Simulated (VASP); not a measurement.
The system is MoS2.

```
CELL_PARAMETERS angstrom
3.24884 0.00000 0.00000
-1.62442 2.81358 0.00000
0.00000 0.00000 6.35428
ATOMIC_POSITIONS crystal
Mo 0.00000 0.00000 0.50000
S 0.66667 0.33333 0.74468
S 0.33333 0.66667 0.25532
```

Base run:

```yaml
Program: VASP 6.6.1
Functional: r2SCAN
Dispersion: rVV10
Potentials_or_basis: VASP PAW PBE potentials, release 64 (Mo_sv, S)
Cutoff: 520 eV
k_mesh: 9 × 9 × 4
Occupations: fermi-dirac, width 0.05 eV
Spin: no spin polarisation
```

Its results: band gap on the k mesh zero (band 13 reaches 7.26 eV, above the bottom of band 14 at 6.07 eV); pressure -3.6 GPa; largest force 0.161 eV/Å.

Problem. After a change of settings the same cell gave: band gap on the k mesh zero (band 13 reaches 7.67 eV, above the bottom of band 14 at 6.63 eV); pressure -1.1 GPa; largest force 0.317 eV/Å. Which change was it?
A. functional from r2SCAN to RPBE; dispersion from rVV10 to none
B. functional from r2SCAN to RPBE; dispersion from rVV10 to D3(BJ)
C. functional from r2SCAN to BLYP; dispersion from rVV10 to D4
D. functional from r2SCAN to PBEsol; dispersion from rVV10 to none

Solution. C.

Caveats: the PAW data sets were made with another functional, which shifts forces and pressure a little.
